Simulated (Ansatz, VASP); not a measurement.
**Na in VASP and in Ansatz**

```
Na
1.0
    -2.14015    1.86052    2.66919
     1.86052   -2.14015    2.66919
     1.94102    1.94102   -2.86831
Na
1
Cartesian
  0.0000 0.0000 0.0000
```

Change from the starting cell: equal engineering shear yz, xz and xy -0.1100, equal normal strain along x, y and z +0.0500.

Alike in both runs: task single point; functional LDA; k mesh 18 × 18 × 18; occupations gaussian, width 0.15 eV; no spin polarisation.

```csv
,VASP,Ansatz
version,VASP 6.6.1,Ansatz 0.2.0
potentials or method,"VASP PAW LDA potentials, release 64 (Na_pv), cutoff 520 eV","scalar-relativistic, plane waves, PAW"
valence electrons in the cell,7,9
```

|  | VASP | Ansatz | Ansatz less VASP |
| --- | --- | --- | --- |
| gap on the k mesh at the Fermi level (eV) | none | none | - |
| pressure (GPa) | -1.0 | -0.9 | +0.12 |
| traceless stress, the component that is largest in VASP (GPa) | 0.67 | 0.66 | -0.002 |

LDA's correlation is that of Perdew and Zunger in VASP and of Perdew and Wang (1992) in Ansatz. A gap of «none» marks a metal or a gap that the smearing closes. VASP's potentials hold 7 valence electrons a cell and Ansatz's 9, so a difference there can come from the potentials and not from the codes.
